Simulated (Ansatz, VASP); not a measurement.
## One calculation of GaSb3, two programs

Contents of INCAR:

```
SYSTEM = GaSb3
  ALGO = Normal
  EDIFF = 1E-6
  ENCUT = 520
  GGA = PS
  ISIF = 2
  ISMEAR = 0
  LASPH = .True.
  LCHARG = .False.
  LREAL = .False.
  LWAVE = .False.
  NBANDS = 22
  NELM = 80
  PREC = Accurate
  SIGMA = 0.15
```

Contents of KPOINTS:

```
k-points
0
Gamma
  10 10 10
  0 0 0
```

Contents of POSCAR:

```
GaSb3
1.0
    0.0000000000      3.6774438738      3.7771026028
    3.6774438738      0.0000000000      3.7771026028
    3.6774438738      3.6774438738      0.0000000000
Ga Sb
1 3
Direct
    0.0000000000      0.0000000000      0.0000000000
    0.2500000000      0.2500000000      0.2500000000
    0.7500000000      0.7500000000      0.7500000000
    0.5000000000      0.5000000000      0.5000000000
```

Input for Ansatz:

```yaml
crystal:
  lattice:
    - [0.0, 3.6774438738, 3.7771026028]
    - [3.6774438738, 0.0, 3.7771026028]
    - [3.6774438738, 3.6774438738, 0.0]
  atoms:
    - { symbol: Ga, position: [0.0, 0.0, 0.0] }
    - { symbol: Sb, position: [0.25, 0.25, 0.25] }
    - { symbol: Sb, position: [0.75, 0.75, 0.75] }
    - { symbol: Sb, position: [0.5, 0.5, 0.5] }
basis:
  ecutwfc: 420
kpoints:
  mp_grid: { grid: [10, 10, 10] }
hamiltonian:
  xc: pbesol
  pseudopotentials: { kind: paw, azcp: { folder: soft_1 } }
scf:
  occupations: { method: gaussian, width: 0.15 }
output:
  forces: true
  stress: true
  eigenvalues: true
```

Alike in both runs: task single point; functional PBEsol; k mesh 10 × 10 × 10; occupations gaussian, width 0.15 eV; no spin polarisation.

|  | VASP | Ansatz |
| --- | --- | --- |
| version | VASP 6.6.1 | Ansatz 0.2.0 |
| potentials or method | VASP PAW PBE potentials, release 64 (Ga_d, Sb), cutoff 520 eV | scalar-relativistic, plane waves, PAW |
| valence electrons in the cell | 28 | 58 |

Ansatz gave:

| Property | Result |
| --- | --- |
| gap on the k mesh at the Fermi level (eV) | none |
| pressure (GPa) | -2.8 |
| traceless stress, the component that is largest in VASP (GPa) | -0.62 |

Task: What did VASP give for the same quantities?

Result: gap on the k mesh at the Fermi level (eV): none; pressure (GPa): -2.9; traceless stress, the component that is largest in VASP (GPa): -0.62.

VASP's potentials were made for PBE, not for PBEsol, and Ansatz warns of the same on its side. A gap of «none» marks a metal or a gap that the smearing closes. With one functional, cell and mesh, what is left measures potentials, basis and numerics. VASP's potentials hold 28 valence electrons a cell and Ansatz's 58, so a difference there can come from the potentials and not from the codes.

Neither program's run includes spin-orbit coupling.
